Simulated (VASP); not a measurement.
# Pd: single point with r2SCAN

Crystal: Pd.

```
Pd
1.0
     0.00000    1.95374    1.95374
     1.95374    0.00000    1.95374
     1.95374    1.95374    0.00000
Pd
1
Direct
  0.00000 0.00000 0.00000
```

```yaml
Program: VASP 6.6.1
Task: single point
Functional: r2SCAN
Potentials_or_basis: VASP PAW PBE potentials, release 64 (Pd)
Cutoff: 520 eV
k_mesh: 20 × 20 × 20
Occupations: gaussian, width 0.05 eV
Spin: no spin polarisation
```

```yaml
Pressure: 0.6 GPa
Band_gap_on_the_k_mesh: zero (bands 5 and 6 overlap by 1.66 eV)
```

Levels at points of the mesh, in eV from the Fermi level:
| k point | band 3 | band 4 | band 5 | band 6 | band 7 | band 8 |
| --- | --- | --- | --- | --- | --- | --- |
| (0.00, 0.00, 0.00) | -2.85 | -2.85 | -1.27 | -1.27 | 18.03 | 22.50 |
| (0.50, 0.00, 0.00) | -2.93 | -0.02 | -0.02 | 1.33 | 7.63 | 17.43 |
| (0.50, 0.50, 0.00) | -0.09 | 0.32 | 0.32 | 3.67 | 11.21 | 13.88 |

Wall time 3.8 min on 1 thread of Intel Xeon 8259CL, with other jobs on the host, peak memory 0.18 GiB.

Caveat: the PAW data sets were made with another functional, which shifts forces and pressure a little.
